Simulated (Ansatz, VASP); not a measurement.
# Two plane-wave programs on Si2W

```xyz
9
Lattice="4.5515 0.0000 0.0000 -2.2758 3.9417 0.0000 0.0000 0.0000 6.5670" Properties=species:S:1:pos:R:3 pbc="T T T"
Si    2.2758    2.8165    3.2835
Si   -1.3013    3.3791    5.4725
Si    1.3013    3.3791    1.0945
Si    0.0000    1.1252    3.2835
Si    3.5771    0.5626    5.4725
Si    0.9745    0.5626    1.0945
W    -1.1379    1.9709    1.0945
W     1.1379    1.9709    5.4725
W     2.2758    0.0000    3.2835
```

Alike in both runs: task single point; functional LDA; k mesh 9 × 9 × 6; occupations gaussian, width 0.03 eV; no spin polarisation.

|  | VASP | Ansatz |
| --- | --- | --- |
| version | VASP 6.6.1 | Ansatz 0.2.0 |
| potentials or method | VASP PAW LDA potentials, release 64 (Si, W_sv), cutoff 520 eV | scalar-relativistic, plane waves, PAW |
| valence electrons in the cell | 66 | 66 |

|  | VASP | Ansatz | Ansatz less VASP |
| --- | --- | --- | --- |
| gap on the k mesh at the Fermi level (eV) | none | none | - |
| pressure (GPa) | 5.3 | 4.7 | -0.67 |
| traceless stress, the component that is largest in VASP (GPa) | -5.37 | -5.29 | +0.082 |
| rms of the force components (eV/Å) | 1.777 | 1.779 | +0.0012 |

Ansatz warns that its potentials were made for another functional, while VASP's fit it. LDA's correlation is that of Perdew and Zunger in VASP and of Perdew and Wang (1992) in Ansatz. Atom by atom the forces differ by 0.001 eV/Å (rms over components). A gap of «none» marks a metal or a gap that the smearing closes.

Spin-orbit coupling is off throughout.
